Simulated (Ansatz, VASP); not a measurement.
# Two plane-wave programs on Sc2TaO2

```
Sc Ta O
1.0
     4.74345    0.00000    0.00000
    -2.37173    4.10795    0.00000
     0.00000    0.00000    4.47551
Sc Ta O
2 1 2
Direct
  0.33333 0.66667 0.28208
  0.66667 0.33333 0.28208
  0.00000 0.00000 0.81212
  0.33333 0.66667 0.73579
  0.66667 0.33333 0.73579
```

Alike in both runs: task relaxation of cell and atoms; functional PBE; k mesh 6 × 6 × 4; occupations gaussian, width 0.1 eV; no spin polarisation.

```csv
,VASP,Ansatz
version,VASP 6.6.1,Ansatz 0.2.0
potentials or method,"VASP PAW PBE potentials, release 64 (Sc_sv, Ta_pv, O), cutoff 600 eV","scalar-relativistic, plane waves, PAW"
valence electrons in the cell,45,47
```

```csv
,VASP,Ansatz,Ansatz less VASP
"gap on the k mesh at the Fermi level, each at its own relaxed structure (eV)",none,none,-
relaxed volume (Å³/atom),14.25,14.33,+0.084
relaxed length of the cell vector where the two differ most in proportion (Å),4.547,4.566,+0.0194
```

A gap of «none» marks a metal or a gap that the smearing closes. VASP's potentials hold 45 valence electrons a cell and Ansatz's 47, so a difference there can come from the potentials and not from the codes.

Neither program's run includes spin-orbit coupling. Noted on VASP's run: the volume moved by over 15 % at a fixed basis, so the end points are rough.
